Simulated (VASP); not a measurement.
Set up this calculation in VASP 6.6.1, as the native input.

- Task: single point
- Functional: r2SCAN
- Potentials or basis: VASP PAW PBE potentials, release 64 (Ga_d, N_h)
- Cutoff: 910 eV
- k mesh: 10 × 10 × 10
- Occupations: gaussian, width 0.01 eV
- Spin: no spin polarisation
- Dipole correction: no
- Further INCAR settings: ALGO = Normal; EDIFF = 1e-06; NBANDS = 16

GaN:

```
CELL_PARAMETERS angstrom
0.00000 2.10852 2.02417
2.10852 0.00000 2.02417
2.10852 2.10852 0.00000
ATOMIC_POSITIONS crystal
Ga 0.00000 0.00000 0.00000
N 0.50000 0.50000 0.50000
```

This cell differs from its parent crystal: uniaxial z strain -4.0%.

These files were run (other wordings do the same):

POSCAR

```
GaN
1.0
    0.0000000000      2.1085152343      2.0241746249
    2.1085152343      0.0000000000      2.0241746249
    2.1085152343      2.1085152343      0.0000000000
Ga N
1 1
Direct
    0.0000000000      0.0000000000      0.0000000000
    0.5000000000      0.5000000000      0.5000000000
```

INCAR.step1

```
PREC     = Accurate       # precision mode
ENCUT    = 910            # plane-wave cutoff, eV
ISMEAR   = 0              # smearing method
SIGMA    = 0.01           # smearing width, eV
LREAL    = F              # projectors in reciprocal space
LASPH    = T              # aspherical terms in the spheres
NELM     = 120            # most SCF steps
NBANDS   = 16             # bands
GGA      = PE             # functional
ALGO     = Normal         # electronic algorithm
EDIFF    = 1E-5           # SCF threshold, eV
LWAVE    = T              # write WAVECAR
LCHARG   = F              # write CHGCAR
GGA_COMPAT= F
```

INCAR.step2

```
PREC     = Accurate       # precision mode
ENCUT    = 910            # plane-wave cutoff, eV
EDIFF    = 1E-6           # SCF threshold, eV
ISMEAR   = 0              # smearing method
SIGMA    = 0.01           # smearing width, eV
LREAL    = F              # projectors in reciprocal space
LASPH    = T              # aspherical terms in the spheres
NELM     = 120            # most SCF steps
ALGO     = Normal         # electronic algorithm
ISIF     = 2              # what is computed and relaxed
LWAVE    = F              # write WAVECAR
LCHARG   = F              # write CHGCAR
METAGGA  = R2SCAN         # meta-GGA
LMIXTAU  = T            
NBANDS   = 16             # bands
ISTART   = 1            
GGA_COMPAT= F
```

KPOINTS

```
Automatic mesh
0
Gamma
  10 10 10
```

Potentials or basis: VASP PAW PBE potentials, release 64 (Ga_d, N_h).

Launch:

```console
$ cat potpaw_PBE.64/Ga_d/POTCAR potpaw_PBE.64/N_h/POTCAR > POTCAR
$ cp INCAR.step1 INCAR
$ mpirun -np 1 vasp_std > vasp.out
$ cp INCAR.step2 INCAR
$ mpirun -np 1 vasp_std > vasp.out
```

It gave:

```json
{"Pressure": "13.0 GPa", "Band gap on the k mesh": "1.17 eV (least direct gap 3.85 eV)"}
```

Caveat: the cell differs from its parent crystal (uniaxial z strain -4.0%); the cutoff is under 1.25 times the usual one of these potentials, so pressure, stress and relaxed cells hold a basis-set (Pulay) error; the cell stands under pressure; the PAW data sets were made with another functional, which shifts forces and pressure a little.

Wall time 4.1 min on 1 thread of Intel(R) Xeon(R) Platinum 8259CL CPU @ 2.50GHz (Skylake/Cascade Lake), on a shared host, peak memory 0.22 GiB.
